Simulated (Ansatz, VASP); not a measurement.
## Sn2Se: VASP beside Ansatz

```
Sn Se
1.0
     3.23179    0.00000    0.00000
    -1.61590    2.79882    0.00000
     0.00000    0.00000    8.93924
Sn Se
2 1
Cartesian
  0.0000 0.0000 7.2910
  0.0000 0.0000 1.6483
  0.0000 0.0000 4.4696
```

Alike in both runs: functional PBE; k mesh 6 × 6 × 4; occupations gaussian, width 0.1 eV; no spin polarisation.

Ansatz relaxed the structure, and its values are those at the end. VASP's run is a single point on that final structure, the one shown.

```csv
,VASP,Ansatz
version,VASP 6.6.1,Ansatz 0.2.0
potentials or method,"VASP PAW PBE potentials, release 64 (Sn_d, Se), cutoff 520 eV","scalar-relativistic, plane waves, PAW"
valence electrons in the cell,34,44
```

```csv
,VASP,Ansatz,Ansatz less VASP
gap on the k mesh at the Fermi level (eV),none,none,-
pressure (GPa),-0.1,-0.1,+0.06
rms of the force components (eV/Å),0.013,0.014,+0.0015
```

A gap of «none» marks a metal or a gap that the smearing closes. With one functional, cell and mesh, what is left measures potentials, basis and numerics. VASP's potentials hold 34 valence electrons a cell and Ansatz's 44, so a difference there can come from the potentials and not from the codes.

The k mesh is coarse, so the values compare programs but aren't converged.
